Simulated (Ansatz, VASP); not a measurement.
# Two plane-wave programs on Ge

```
Ge
1.0
     5.36091    3.09512    1.24899
    -5.36091    3.09512    1.24899
     0.00000   -6.19024    1.24899
Ge
6
Direct
  0.80621 0.18515 0.80621
  0.19379 0.19379 0.81485
  0.18515 0.80621 0.80621
  0.81485 0.19379 0.19379
  0.80621 0.80621 0.18515
  0.19379 0.81485 0.19379
```

Alike in both runs: task relaxation of cell and atoms; functional PBE; k mesh 6 × 6 × 6; occupations gaussian, width 0.1 eV; no spin polarisation.

|  | VASP | Ansatz |
| --- | --- | --- |
| version | VASP 6.6.1 | Ansatz 0.2.0 |
| potentials or method | VASP PAW PBE potentials, release 64 (Ge_d), cutoff 600 eV | scalar-relativistic, plane waves, PAW |
| valence electrons in the cell | 84 | 84 |

Ansatz gave:

```
gap on the k mesh at the Fermi level, each at its own relaxed structure (eV) : none
relaxed volume (Å³/atom)                                                     : 24.01
relaxed length of the cell vector where the two differ most in proportion (Å)              : 6.693
```

Estimate VASP's values.

gap on the k mesh at the Fermi level, each at its own relaxed structure (eV): none; relaxed volume (Å³/atom): 24.14; relaxed length of the cell vector where the two differ most in proportion (Å): 6.704.

A gap of «none» marks a metal or a gap that the smearing closes.

Noted on VASP's run: the volume moved by over 15 % at a fixed basis, so the end points are rough.
